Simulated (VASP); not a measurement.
**Be2BiSb2: single point with PBEsol**

Be2BiSb2:

```
Be Sb Bi
1.0
    -1.90013    3.00722    3.98516
     1.90013   -3.00722    3.98516
     1.90013    3.00722   -3.98516
Be Sb Bi
2 2 1
Direct
  0.71914 0.21914 0.50000
  0.28086 0.78086 0.50000
  0.70307 0.50000 0.20307
  0.29693 0.50000 0.79693
  0.00000 0.00000 0.00000
```

| Quantity | Value |
| --- | --- |
| Program | VASP 6.6.1 |
| Task | single point |
| Functional | PBEsol |
| Potentials or basis | VASP PAW PBE potentials, release 64 (Be, Sb_d_GW, Bi_d) |
| Cutoff | 500 eV |
| k mesh | 6 × 6 × 6 |
| Occupations | gaussian, width 0.1 eV |
| Spin | no spin polarisation |

```json
{
  "Pressure": "34.7 GPa",
  "Largest force": "0.386 eV/Å",
  "Band gap on the k mesh": "zero (an odd number of electrons rules out a gap without spin polarisation)"
}
```

Forces in eV/Å, atoms in the order of the input:
```
Be   0.000  0.000 -0.007
Be   0.000  0.000  0.007
Sb   0.000 -0.386  0.000
Sb   0.000  0.386  0.000
Bi   0.000  0.000  0.000
```

Stress tensor (GPa, compression positive):
```
39.97  0.00  0.00
 0.00 66.33  0.00
 0.00  0.00 -2.29
```

Levels at points of the mesh, in eV from the Fermi level:
```
           k point  band 23  band 24  band 25  band 26  band 27  band 28
(0.00, 0.00, 0.00)    -1.86    -1.13     0.44     0.74     1.41     1.65
(0.50, 0.00, 0.00)    -2.14    -0.42     0.32     1.21     2.68     2.94
(0.00, 0.50, 0.00)    -3.57    -1.28    -0.10     0.08     1.22     3.74
(0.50, 0.50, 0.00)    -1.53    -0.95    -0.31    -0.11     0.51     1.56
(0.50, 0.50, 0.50)     0.15     1.22     1.36     1.36     2.14     2.60
```

Run time: 98 s on 1 thread of Intel(R) Xeon(R) Platinum 8488C (Sapphire Rapids), with other jobs on the host, peak memory 0.33 GiB.

Caveat: the stress differs along the axes, from -2 to 66 GPa; the PAW data sets were made with another functional, which shifts forces and pressure a little; spin-orbit coupling is left out, which moves the levels of the heavy elements.
